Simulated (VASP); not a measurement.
# BeBi (Fd-3m) in VASP: notebook, part 2 of 2

VASP 6.6.1. The steps go on from the part before.

## (4) Relaxation of cell and atoms, PBE

This run uses another cell than the first one, of 23.36 Å³/atom, 1.133 times its volume.

File INCAR:

```
SYSTEM = BeBi
PREC     = Accurate       ! precision mode
ENCUT    = 600            ! plane-wave cutoff, eV
EDIFF    = 1E-6           ! SCF threshold, eV
ISMEAR   = 0              ! smearing method
SIGMA    = 0.1            ! smearing width, eV
LREAL    = .False.        ! projectors in reciprocal space
LASPH    = .True.         ! aspherical terms in the spheres
NELM     = 100            ! most SCF steps
ALGO     = Fast           ! electronic algorithm
ISIF     = 3              ! what is computed and relaxed
LWAVE    = .False.        ! write WAVECAR
LCHARG   = .False.        ! write CHGCAR
GGA      = PE             ! functional
IBRION   = 2              ! ionic algorithm
NSW      = 100            ! ionic steps
EDIFFG   = -0.01          ! ionic threshold
```

File KPOINTS:

```
regular mesh
0
Gamma
  12 12 12
  0 0 0
```

File POSCAR:

```
BeBi
1.0
    0.0000000000      3.6014237282      3.6014237282
    3.6014237282      0.0000000000      3.6014237282
    3.6014237282      3.6014237282      0.0000000000
Be Bi
2 2
Direct
    0.0000000000      0.0000000000      0.0000000000
    0.2500000000      0.2500000000      0.2500000000
    0.5000000000      0.5000000000      0.5000000000
    0.7500000000      0.7500000000      0.7500000000
```

Potentials or basis: VASP PAW PBE potentials, release 64 (Be, Bi_d).

The run is started by

```
$ cat potpaw_PBE.64/Be/POTCAR potpaw_PBE.64/Bi_d/POTCAR > POTCAR
$ mpirun -np 1 vasp_std > vasp.out
```

OUTCAR:

```text
SYSTEM = BeBi
   PREC = Accurate
   ENCUT = 600
   EDIFF = 1E-6
   ISMEAR = 0
   LREAL = .False.
   LASPH = .True.
   NELM = 100
   ISIF = 3
   GGA = PE
   IBRION = 2
   NSW = 100
   EDIFFG = -0.01

 ion  position               nearest neighbor table
   1  0.000  0.000  0.000-   4 3.12   4 3.12   4 3.12   4 3.12
   2  0.250  0.250  0.250-   3 3.12   3 3.12   3 3.12   3 3.12
   3  0.500  0.500  0.500-   2 3.12   2 3.12   2 3.12   4 3.12   4 3.12   4 3.12   4 3.12   2 3.12

   4  0.750  0.750  0.750-   3 3.12   3 3.12   3 3.12   1 3.12   1 3.12   1 3.12   3 3.12   1 3.12

  LATTYP: Found a face centered cubic cell.
 ALAT       =     7.2028474564

  Lattice vectors:

 A1 = (   0.0000000000,   3.6014237282,   3.6014237282)
 A2 = (   3.6014237282,   0.0000000000,   3.6014237282)
 A3 = (   3.6014237282,   3.6014237282,   0.0000000000)

Analysis of symmetry for initial positions (statically):
=====================================================================
 Subroutine PRICEL returns:
 Original cell was already a primitive cell.

 Routine SETGRP: Setting up the symmetry group for a
 face centered cubic supercell.

 Subroutine GETGRP returns: Found 48 space group operations
 (whereof 24 operations were pure point group operations)
 out of a pool of 48 trial point group operations.

The static configuration has the point symmetry T_d .
 The point group associated with its full space group is O_h .

Analysis of symmetry for dynamics (positions and initial velocities):
=====================================================================
 Subroutine PRICEL returns:
 Original cell was already a primitive cell.

 Routine SETGRP: Setting up the symmetry group for a
 face centered cubic supercell.

 Subroutine GETGRP returns: Found 48 space group operations
 (whereof 24 operations were pure point group operations)
 out of a pool of 48 trial point group operations.

The dynamic configuration has the point symmetry T_d .
 The point group associated with its full space group is O_h .

 Subroutine INISYM returns: Found 48 space group operations
 (whereof 24 operations are pure point group operations),
 and found     1 'primitive' translations

----------------------------------------------------------------------------------------

                                     Primitive cell

  volume of cell :      93.4228

  direct lattice vectors                    reciprocal lattice vectors
     0.000000000  3.601423728  3.601423728    -0.138833983  0.138833983  0.138833983
     3.601423728  0.000000000  3.601423728     0.138833983 -0.138833983  0.138833983
     3.601423728  3.601423728  0.000000000     0.138833983  0.138833983 -0.138833983

  length of vectors
     5.093182280  5.093182280  5.093182280     0.240467512  0.240467512  0.240467512

  position of ions in fractional coordinates (direct lattice)
     0.000000000  0.000000000  0.000000000
     0.250000000  0.250000000  0.250000000
     0.500000000  0.500000000  0.500000000
     0.750000000  0.750000000  0.750000000

  ion indices of the primitive-cell ions
   primitive index   ion index
                 1           1
                 2           2
[... 30 lines left out ...]
            Coordinates               Weight
  0.000000  0.000000  0.000000      1.000000
  0.083333  0.000000  0.000000      8.000000
  0.166667  0.000000  0.000000      8.000000
  0.250000  0.000000  0.000000      8.000000
  0.333333  0.000000  0.000000      8.000000
  0.416667  0.000000  0.000000      8.000000
[... 16 lines left out ...]
  0.500000  0.166667  0.000000     24.000000
 -0.416667  0.166667  0.000000     24.000000
 [... further k-points ...]
   k-points           NKPTS =     72   k-points in BZ     NKDIM =     72   number of bands    NBANDS=     21
   number of dos      NEDOS =    301   number of ions     NIONS =      4
   total plane-waves  NPLWV =  74088
   dimension x,y,z NGX =    42 NGY =   42 NGZ =   42
   dimension x,y,z NGXF=    84 NGYF=   84 NGZF=   84
   ions per type =               2   2
   NGX,Y,Z   is equivalent  to a cutoff of  13.71, 13.71, 13.71 a.u.
   NGXF,Y,Z  is equivalent  to a cutoff of  27.42, 27.42, 27.42 a.u.
 SYSTEM =  BeBi
   PREC   = accura    normal or accurate (medium, high low for compatibility)
   ISTART =      0    job   : 0-new  1-cont  2-samecut
   ICHARG =      2    charge: 1-file 2-atom 10-const
   ISPIN  =      1    spin polarized calculation?
   LNONCOLLINEAR =      F non collinear calculations
   LSORBIT =      F    spin-orbit coupling
   LASPH  =      T    aspherical Exc in radial PAW
   ENCUT  =  600.0 eV  44.10 Ry    6.64 a.u.  10.17 10.17 10.17*2*pi/ulx,y,z
   NELM   =    100;   NELMIN=  2; NELMDL= -5     # of ELM steps
   EDIFF  = 0.1E-05   stopping-criterion for ELM
   LREAL  =      F    real-space projection
   EDIFFG = -.1E-01   stopping-criterion for IOM
   NSW    =    100    number of steps for IOM
   IBRION =      2    ionic relax: 0-MD 1-quasi-New 2-CG
   NFREE  =      1    steps in history (QN), initial steepest desc. (CG)
   ISIF   =      3    stress and relaxation
   ISYM   =      2    0-nonsym 1-usesym 2-fastsym
   POTIM  = 0.5000    time-step for ionic-motion
   TEBEG  =    0.0;   TEEND  =   0.0 temperature during run
   PSTRESS=    0.0 pullay stress
   NELECT =      34.0000    total number of electrons
   NUPDOWN=      -1.0000    fix difference up-down
   EMIN   =  10.00;   EMAX   =-10.00  energy-range for DOS
   EFERMI =   0.00;   METHOD = LEGACY
   ISMEAR =     0;   SIGMA  =   0.10  broadening in eV -4-tet -1-fermi 0-gaus
   EFERMI_NEDOS =   21; number of points for ismear=-14 and -15
   IALGO  =     68    algorithm
   IMIX   =      4    mixing-type and parameters
     AMIX     =   0.40;   BMIX     =  1.00
     AMIX_MAG =   1.60;   BMIX_MAG =  1.00
  volume/ion in A,a.u.               =      23.36       157.61
  Fermi-wavevector in a.u.,A,eV,Ry     =   1.168827  2.208763 18.587690  1.366157
  Thomas-Fermi vector in A             =   2.305308
   LORBIT       =      0    0 simple, 1 ext, 2 COOP (PROOUT), +10 PAW based schemes
   GGA     = PE    functional components
   LHFCALC =     F    Hartree Fock is set to
   AEXX    =    0.0000 exact exchange contribution
   IVDW    =     0    specifies the selected vdW correction
   LEPSILON=     F    determine dielectric tensor
   LRPA    =     F    only Hartree local field effects (RPA)
 conjugate gradient relaxation of ions
 non-spin polarized calculation
 RMM-DIIS sequential band-by-band and
 Gauss-broadening in eV      SIGMA  =   0.10
  energy-cutoff  :      600.00
  volume of cell :       93.42
 maximum number of plane-waves:      3143
 NGX is ok and might be reduce to    42
   NGX = 21   NGY = 21   NGZ = 21

--------------------------------------- Ionic step        1  -------------------------------------------

 number of electron      33.9999999 magnetization

 Free energy of the ion-electron system (eV)
  ---------------------------------------------------
  ext. energy  EPLUGINS =         0.00000000
  ---------------------------------------------------
  free energy    TOTEN  =       -11.16977800 eV

  energy without entropy =      -11.15838190  energy(sigma->0) =      -11.16407995

------------------------ aborting loop because EDIFF is reached ----------------------------------------

  FORCE on cell =-STRESS in cart. coord.  units (eV):
  Direction    XX          YY          ZZ          XY          YZ          ZX
  --------------------------------------------------------------------------------------
  -------------------------------------------------------------------------------------
  Total       -0.7656937     -0.7656937     -0.7656937      0.0000000      0.0000000      0.0000000
  in kB      -13.1314600    -13.1314600    -13.1314600      0.0000000      0.0000000      0.0000000
  external PRESSURE =     -13.1314600 kB  Pullay stress =       0.0000000 kB
[... 63 lines left out ...]
--------------------------------------- Ionic step        3  -------------------------------------------

 number of electron      34.0000006 magnetization

 Free energy of the ion-electron system (eV)
  ---------------------------------------------------
  ext. energy  EPLUGINS =         0.00000000
  ---------------------------------------------------
  free energy    TOTEN  =       -11.17969342 eV

  energy without entropy =      -11.16947204  energy(sigma->0) =      -11.17458273

 E-fermi :   6.4872     XC(G=0):  -9.8204

 val. band max:        6.4833578881   @ k =   0.1667   0.0000   0.0000
 cond. band min:       6.5344815734   @ k =  -0.0833   0.0833   0.0000
 fundamental gap:      0.0511236853
 Fermi energy:         6.4871537966

 k-point     1 :       0.0000    0.0000    0.0000
  band No.  band energies     occupation
      1     -16.6893      2.00000
      2     -16.6893      2.00000
      3     -16.6893      2.00000
      4     -16.6329      2.00000
      5     -16.6329      2.00000
      6     -16.4385      2.00000
[... 565 lines left out ...]
     20       8.1676      0.00000
     21       9.0889      0.00000

 [... further k-points ...]
[... 5 lines left out ...]
  --------------------------------------------------------------------------------------
  -------------------------------------------------------------------------------------
  Total        0.0068230      0.0068230      0.0068230     -0.0000000     -0.0000000     -0.0000000
  in kB        0.1200533      0.1200533      0.1200533     -0.0000000     -0.0000000     -0.0000000
  external PRESSURE =       0.1200533 kB  Pullay stress =       0.0000000 kB
[... 19 lines left out ...]
  FREE ENERGIE OF THE ION-ELECTRON SYSTEM (eV)
  ---------------------------------------------------
  free  energy   TOTEN  =       -11.1796934195 eV

  energy  without entropy=      -11.1694720443  energy(sigma->0) =      -11.17458273

 reached required accuracy - stopping structural energy minimisation
```

Wall time 12 min (1 thread of Oxide Virtual Turin-like, shared host); peak memory 0.34 GiB.

What came out:

```
Free energy                            : -11.1797 eV
Relaxed volume                         : 22.76 Å³/atom
Relaxed cell                           : a = 5.050 Å, b = 5.050 Å, c = 5.050 Å, α = 60.00°, β = 60.00°, γ = 60.00°
Space group after relaxing (to 0.05 Å) : Fd-3m (No. 227)
Energy gained by relaxing              : 2.5 meV/atom
Ionic steps                            : 3
Pressure after relaxing                : 0.0 GPa
Band gap on the k mesh                 : zero (band 17 reaches 9.52 eV, above the bottom of band 18 at 5.37 eV)
```

Step by step:
```tsv
step	energy change (eV)	largest force (eV/Å)	pressure (GPa)	volume (Å³)
1	0.0000	0.0000	-1.31	93.42
2	-0.0098	0.0000	0.12	90.86
3	-0.0099	0.0000	0.01	91.06
```

Final structure:
```xyz
4
Lattice="0.0000 3.5708 3.5708 3.5708 0.0000 3.5708 3.5708 3.5708 0.0000" Properties=species:S:1:pos:R:3 pbc="T T T"
Be    0.0000    0.0000    0.0000
Be    1.7854    1.7854    1.7854
Bi    3.5708    3.5708    3.5708
Bi    5.3561    5.3561    5.3561
```

Levels at points of the mesh, in eV from the Fermi level:
| k point | band 15 | band 16 | band 17 | band 18 | band 19 | band 20 |
| --- | --- | --- | --- | --- | --- | --- |
| (0.00, 0.00, 0.00) | -2.01 | -2.01 | -1.12 | -1.12 | -1.12 | 0.92 |
| (0.50, 0.00, 0.00) | -3.11 | -1.01 | -1.01 | -0.91 | 1.79 | 2.36 |
| (0.50, 0.50, 0.00) | -3.76 | -3.76 | 3.03 | 3.03 | 3.19 | 3.19 |

Caveat: spin-orbit coupling is left out, which moves the levels of the heavy elements.

## (5) Overview

| task | cell | k mesh | cutoff (eV) | gap on the mesh (eV) | pressure (GPa) | relaxed volume (Å³/atom) |
| --- | --- | --- | --- | --- | --- | --- |
| relaxation of cell and atoms | relaxed from a = 4.885 Å, angles 60.0°, 4 atoms | 4 × 4 × 4 | 600 | none | 0.0 | 23.23 |
| single point | a = 5.050 Å, angles 60.0°, 4 atoms | 12 × 12 × 12 | 520 | none | 0.0 | - |
| relaxation of cell and atoms | relaxed from a = 5.093 Å, angles 60.0°, 4 atoms | 12 × 12 × 12 | 600 | none | 0.0 | 22.76 |

Alike in all rows: level PBE; potentials or basis VASP PAW PBE potentials, release 64 (Be, Bi_d); no spin polarisation; smearing gaussian 0.1 eV.

Caveats: some runs use coarse meshes; spin-orbit coupling is left out, which moves the levels of the heavy elements.

Total energies depend on the potentials used, so only differences within one code and one set of settings carry meaning.
